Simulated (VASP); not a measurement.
# Bi (P6_3/mmc) in VASP: a series of runs

Runs on Bi. Level: PBE. Tasks: single point.

All numbers are computed with VASP 6.6.1; they aren't measurements. Logs are shortened: lines on timing, memory, paths and dates and some standing lists are left out, and cuts for length are marked.

**1. The cell of the first run**

Symmetry: P6_3/mmc, No. 194, hexagonal system. The conventional cell has a = 3.453 Å, b = 3.453 Å, c = 5.648 Å, α = 90.00°, β = 90.00°, γ = 120.00°. Bi (site symmetry -6m2) has 12 Bi at 3.45 to 3.46 Å within 4.5 Å.

This isn't the form of Bi at room conditions, which is rhombohedral.

**2. Single point, PBE (29.17 Å³/atom)**

The input, INCAR:

```
SYSTEM = Bi
PREC     = Accurate       ! precision mode
ENCUT    = 520            ! plane-wave cutoff, eV
EDIFF    = 1E-7           ! SCF threshold, eV
ISMEAR   = -1             ! smearing method
SIGMA    = 0.05           ! smearing width, eV
LREAL    = .FALSE.        ! projectors in reciprocal space
LASPH    = .TRUE.         ! aspherical terms in the spheres
NELM     = 60             ! most SCF steps
ALGO     = Normal         ! electronic algorithm
ISIF     = 2              ! what is computed and relaxed
LWAVE    = .FALSE.        ! write WAVECAR
LCHARG   = .FALSE.        ! write CHGCAR
GGA      = PE             ! functional
NBANDS   = 22             ! bands
```

The input, KPOINTS:

```
regular mesh
0
G
  14 14 8
  0 0 0
```

The input, POSCAR:

```
Bi
1.0
    3.4534326113      0.0000000000      0.0000000000
   -1.7267163057      2.9907603717      0.0000000000
    0.0000000000      0.0000000000      5.6478772572
Bi
2
Direct
    0.3333333333      0.6666666667      0.2500000000
    0.6666666667      0.3333333333      0.7500000000
```

Potentials or basis: VASP PAW PBE potentials, release 64 (Bi_d).

The run is started by

```console
> cat potpaw_PBE.64/Bi_d/POTCAR > POTCAR
> mpirun -np 1 vasp_std > vasp.out
```

OUTCAR:

```text
SYSTEM = Bi
   PREC = Accurate
   ENCUT = 520
   EDIFF = 1E-7
   ISMEAR = -1
   LREAL = .FALSE.
   LASPH = .TRUE.
   NELM = 60
   ISIF = 2
   GGA = PE

 ion  position               nearest neighbor table
   1  0.333  0.667  0.250-   2 3.46   2 3.46   2 3.46   2 3.46   2 3.46   2 3.46
   2  0.667  0.333  0.750-   1 3.46   1 3.46   1 3.46   1 3.46   1 3.46   1 3.46

  LATTYP: Found a hexagonal cell.
 ALAT       =     3.4534326113
 C/A-ratio  =     1.6354386759

  Lattice vectors:

 A1 = (   3.4534326113,   0.0000000000,   0.0000000000)
 A2 = (  -1.7267163057,   2.9907603717,   0.0000000000)
 A3 = (   0.0000000000,   0.0000000000,   5.6478772572)

Analysis of symmetry for initial positions (statically):
=====================================================================
 Subroutine PRICEL returns:
 Original cell was already a primitive cell.

 Routine SETGRP: Setting up the symmetry group for a
 hexagonal supercell.

 Subroutine GETGRP returns: Found 24 space group operations
 (whereof 12 operations were pure point group operations)
 out of a pool of 24 trial point group operations.

The static configuration has the point symmetry D_3d.
 The point group associated with its full space group is D_6h.

Analysis of symmetry for dynamics (positions and initial velocities):
=====================================================================
 Subroutine PRICEL returns:
 Original cell was already a primitive cell.

 Routine SETGRP: Setting up the symmetry group for a
 hexagonal supercell.

 Subroutine GETGRP returns: Found 24 space group operations
 (whereof 12 operations were pure point group operations)
 out of a pool of 24 trial point group operations.

The dynamic configuration has the point symmetry D_3d.
 The point group associated with its full space group is D_6h.

 Subroutine INISYM returns: Found 24 space group operations
 (whereof 12 operations are pure point group operations),
 and found     1 'primitive' translations

----------------------------------------------------------------------------------------

                                     Primitive cell

  volume of cell :      58.3335

  direct lattice vectors                    reciprocal lattice vectors
     3.453432611  0.000000000  0.000000000     0.289566965  0.167181565  0.000000000
    -1.726716306  2.990760372  0.000000000     0.000000000  0.334363130  0.000000000
     0.000000000  0.000000000  5.647877257     0.000000000  0.000000000  0.177057672

  length of vectors
[... 80 lines left out ...]
   ENCUT  =  520.0 eV  38.22 Ry    6.18 a.u.   6.42  6.42 10.50*2*pi/ulx,y,z
   NELM   =     60;   NELMIN=  2; NELMDL= -5     # of ELM steps
   EDIFF  = 0.1E-06   stopping-criterion for ELM
   LREAL  =      F    real-space projection
   EDIFFG = 0.1E-05   stopping-criterion for IOM
   NSW    =      0    number of steps for IOM
   IBRION =     -1    ionic relax: 0-MD 1-quasi-New 2-CG
   NFREE  =      0    steps in history (QN), initial steepest desc. (CG)
   ISIF   =      2    stress and relaxation
   ISYM   =      2    0-nonsym 1-usesym 2-fastsym
   POTIM  = 0.5000    time-step for ionic-motion
   TEBEG  =    0.0;   TEEND  =   0.0 temperature during run
   PSTRESS=    0.0 pullay stress
   NELECT =      30.0000    total number of electrons
   NUPDOWN=      -1.0000    fix difference up-down
   EMIN   =  10.00;   EMAX   =-10.00  energy-range for DOS
   EFERMI =   0.00;   METHOD = LEGACY
   ISMEAR =    -1;   SIGMA  =   0.05  broadening in eV -4-tet -1-fermi 0-gaus
   EFERMI_NEDOS =   21; number of points for ismear=-14 and -15
   IALGO  =     38    algorithm
   IMIX   =      4    mixing-type and parameters
     AMIX     =   0.40;   BMIX     =  1.00
     AMIX_MAG =   1.60;   BMIX_MAG =  1.00
  volume/ion in A,a.u.               =      29.17       196.83
  Fermi-wavevector in a.u.,A,eV,Ry     =   1.311624  2.478610 23.406879  1.720357
  Thomas-Fermi vector in A             =   2.442072
   LORBIT       =      0    0 simple, 1 ext, 2 COOP (PROOUT), +10 PAW based schemes
   GGA     = PE    functional components
   LHFCALC =     F    Hartree Fock is set to
   AEXX    =    0.0000 exact exchange contribution
   IVDW    =     0    specifies the selected vdW correction
   LEPSILON=     F    determine dielectric tensor
   LRPA    =     F    only Hartree local field effects (RPA)
 non-spin polarized calculation
  energy-cutoff  :      520.00
  volume of cell :       58.33
 maximum number of plane-waves:      1593
 NGX is ok and might be reduce to    28
   NGX = 13   NGY = 13   NGZ = 21

 number of electron      30.0000004 magnetization

 Free energy of the ion-electron system (eV)
  ---------------------------------------------------
  ext. energy  EPLUGINS =         0.00000000
  ---------------------------------------------------
  free energy    TOTEN  =        -7.42121572 eV

  energy without entropy =       -7.41019079  energy(sigma->0) =       -7.41570326

 E-fermi :   8.8640     XC(G=0): -10.6072

 val. band max:        8.8529238905   @ k =   0.2143   0.0714   0.1250
 cond. band min:       8.8844931889   @ k =   0.3571   0.1429   0.3750
 fundamental gap:      0.0315692984
 Fermi energy:         8.8639541436

 k-point     1 :       0.0000    0.0000    0.0000
  band No.  band energies     occupation
      1     -14.3180      2.00000
      2     -14.3120      2.00000
      3     -14.2899      2.00000
      4     -14.2899      2.00000
      5     -14.2786      2.00000
      6     -14.2786      2.00000
[... 589 lines left out ...]
     21      21.7950      0.00000
     22      22.0552      0.00000

 [... further k-points ...]

------------------------ aborting loop because EDIFF is reached ----------------------------------------

  FORCE on cell =-STRESS in cart. coord.  units (eV):
  Direction    XX          YY          ZZ          XY          YZ          ZX
  --------------------------------------------------------------------------------------
  -------------------------------------------------------------------------------------
  Total        1.8535128      1.8535128      1.8586333     -0.0000000     -0.0000000      0.0000000
  in kB       50.9082687     50.9082687     51.0489052     -0.0000000     -0.0000000      0.0000000
  external PRESSURE =      50.9551476 kB  Pullay stress =       0.0000000 kB

 VOLUME and BASIS-vectors are now :
 -----------------------------------------------------------------------------
  energy-cutoff  :      520.00
  volume of cell :       58.33
      direct lattice vectors                 reciprocal lattice vectors
     3.453432611  0.000000000  0.000000000     0.289566965  0.167181565  0.000000000
    -1.726716306  2.990760372  0.000000000     0.000000000  0.334363130  0.000000000
     0.000000000  0.000000000  5.647877257     0.000000000  0.000000000  0.177057672

 POSITION                                       TOTAL-FORCE (eV/Angst)
 -----------------------------------------------------------------------------------
     -0.00000      1.99384      1.41197         0.000000      0.000000      0.000000
      1.72672      0.99692      4.23591        -0.000000     -0.000000      0.000000
 -----------------------------------------------------------------------------------
    total drift:                               -0.000000      0.000000     -0.000000

  FREE ENERGIE OF THE ION-ELECTRON SYSTEM (eV)
  ---------------------------------------------------
  free  energy   TOTEN  =        -7.4212157212 eV

  energy  without entropy=       -7.4101907941  energy(sigma->0) =       -7.41570326
```

OSZICAR:

```text
N       E                     dE             d eps       ncg     rms          rms(c)
DAV:   1     0.306405827509E+03    0.30641E+03   -0.16234E+04  5308   0.175E+03
DAV:   2     0.181773506530E+02   -0.28823E+03   -0.28063E+03  5346   0.449E+02
DAV:   3    -0.657634648906E+01   -0.24754E+02   -0.24411E+02  6334   0.142E+02
DAV:   4    -0.739551729509E+01   -0.81917E+00   -0.81830E+00  6526   0.279E+01
DAV:   5    -0.743063380541E+01   -0.35117E-01   -0.35115E-01  7526   0.527E+00    0.610E-01
DAV:   6    -0.742289112586E+01    0.77427E-02   -0.20142E-02  6872   0.162E+00    0.353E-01
DAV:   7    -0.742113204449E+01    0.17591E-02   -0.95624E-03  6484   0.113E+00    0.109E-01
DAV:   8    -0.742121257653E+01   -0.80532E-04   -0.75249E-04  6518   0.320E-01    0.117E-02
DAV:   9    -0.742121944105E+01   -0.68645E-05   -0.22508E-05  7986   0.404E-02    0.550E-03
DAV:  10    -0.742121581232E+01    0.36287E-05   -0.96764E-07  6208   0.104E-02    0.553E-04
DAV:  11    -0.742121572116E+01    0.91165E-07   -0.13669E-07  4022   0.453E-03
   1 F= -.74212157E+01 E0= -.74157033E+01  d E =-.110249E-01
```

Run time: 3.2 min. Hardware: 1 thread of Intel Xeon 8259CL, shared host; peak memory 0.26 GiB.

What came out:

- Free energy: -7.4212 eV
- Pressure: 5.1 GPa
- Band gap on the k mesh: zero (bands 15 and 16 overlap by 7.26 eV)

Levels at points of the mesh, in eV from the Fermi level:
```
           k point  band 13  band 14  band 15  band 16  band 17  band 18
(0.00, 0.00, 0.00)    -5.73     3.62     3.62     5.32     5.32     5.44
(0.50, 0.00, 0.00)    -4.72    -3.22    -2.17     0.12     0.34     3.63
(0.00, 0.00, 0.50)    -1.14    -1.14     4.42     4.42     4.42     4.42
(0.50, 0.00, 0.50)    -5.24    -5.24     1.62     1.62     1.63     1.63
```

Caveat: the cell stands under pressure; spin-orbit coupling is left out, which moves the levels of the heavy elements.

**3. Single point, PBE**

This run uses another cell than the first one, of 31.70 Å³/atom.

The input, INCAR:

```
SYSTEM = Bi
ALGO = Normal
EDIFF = 1E-6
ENCUT = 520
GGA = PE
ISIF = 2
ISMEAR = -1
LASPH = .TRUE.
LCHARG = .FALSE.
LREAL = .FALSE.
LWAVE = .FALSE.
NBANDS = 22
NELM = 100
PREC = Accurate
SIGMA = 0.05
```

The input, KPOINTS:

```
k-points
0
G
  14 14 8
  0 0 0
```

The input, POSCAR:

```
Bi
1.0
    3.5412669699      0.0000000000      0.0000000000
   -1.7706334849      3.0668271576      0.0000000000
    0.0000000000      0.0000000000      5.8382415133
Bi
2
Direct
    0.3333333333      0.6666666667      0.2500000000
    0.6666666667      0.3333333333      0.7500000000
```

Potentials or basis: VASP PAW PBE potentials, release 64 (Bi_d).

The run is started by

```console
> cat potpaw_PBE.64/Bi_d/POTCAR > POTCAR
> mpirun -np 1 vasp_std > vasp.out
```

Run time: 3.1 min. Hardware: 1 thread of Intel Xeon 8259CL, shared host; peak memory 0.27 GiB.

It converged, with:

```yaml
Free_energy: -7.4974 eV
Pressure: -0.1 GPa
Band_gap_on_the_k_mesh: zero (bands 15 and 16 overlap by 6.59 eV)
```

Levels at points of the mesh, in eV from the Fermi level:
```tsv
k point	band 11	band 12	band 13	band 14	band 15	band 16	band 17	band 18	band 19	band 20
(0.00, 0.00, 0.00)	-13.49	-10.80	-5.21	3.35	3.35	4.75	4.83	4.83	6.98	7.96
(0.50, 0.00, 0.00)	-10.79	-9.80	-4.39	-3.01	-1.93	0.21	0.41	3.27	4.82	7.00
(0.00, 0.00, 0.50)	-12.49	-12.49	-1.20	-1.20	4.05	4.05	4.05	4.05	7.89	7.89
(0.50, 0.00, 0.50)	-10.24	-10.24	-4.76	-4.76	1.41	1.41	1.55	1.55	5.53	5.53
```

Caveat: spin-orbit coupling is left out, which moves the levels of the heavy elements.

The gap in the log of VASP goes by the Fermi energy; the results here count the filled bands.